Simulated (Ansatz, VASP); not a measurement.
**Nb: VASP beside Ansatz**

INCAR

```
ALGO     = Fast           # electronic algorithm
EDIFF    = 1E-7           # SCF threshold, eV
ENCUT    = 520            # plane-wave cutoff, eV
GGA      = PE             # functional
ISIF     = 2              # what is computed and relaxed
ISMEAR   = 0              # smearing method
LASPH    = True           # aspherical terms in the spheres
LCHARG   = True           # write CHGCAR
LELF     = True           # ELF
LREAL    = False          # projectors in reciprocal space
LVHAR    = True         
LWAVE    = False          # write WAVECAR
NBANDS   = 12             # bands
NELM     = 100            # most SCF steps
PREC     = Accurate       # precision mode
SIGMA    = 0.15           # smearing width, eV
```

KPOINTS

```
k-points
0
Gamma
  20 20 20
```

File POSCAR:

```
Nb
1.0
   -1.6639500000      1.5641130000      1.6639500000
    1.6639500000     -1.5641130000      1.6639500000
    1.6639500000      1.5641130000     -1.6639500000
Nb
1
Direct
    0.0000000000      0.0000000000      0.0000000000
```

Input for Ansatz:

```yaml
crystal:
  lattice:
    - [-1.66395, 1.564113, 1.66395]
    - [1.66395, -1.564113, 1.66395]
    - [1.66395, 1.564113, -1.66395]
  atoms:
    - { symbol: Nb, position: [0.0, 0.0, 0.0] }
basis:
  ecutwfc: 420
kpoints:
  mp_grid: { grid: [20, 20, 20] }
hamiltonian:
  xc: pbe
scf:
  occupations: { method: gaussian, width: 0.15 }
output:
  forces: true
  stress: true
  eigenvalues: true
```

Change from the starting cell: strain -0.0600 x Voigt [0, 1, 0, 0, 0, 0], atoms carried along.

Alike in both runs: task single point; functional PBE; k mesh 20 × 20 × 20; occupations gaussian, width 0.15 eV; no spin polarisation.

```csv
,VASP,Ansatz
version,VASP 6.6.1,Ansatz 0.2.0
potentials or method,"VASP PAW PBE potentials, release 64 (Nb_sv), cutoff 520 eV","scalar-relativistic, plane waves, PAW"
valence electrons in the cell,13,13
```

Ansatz gave:

- gap on the k mesh at the Fermi level (eV): none
- pressure (GPa): 8.7
- traceless stress, the component that is largest in VASP (GPa): 4.32

Problem. What did VASP give for the same quantities?

Solution. gap on the k mesh at the Fermi level (eV): none; pressure (GPa): 8.3; traceless stress, the component that is largest in VASP (GPa): 4.29.

A gap of «none» marks a metal or a gap that the smearing closes.
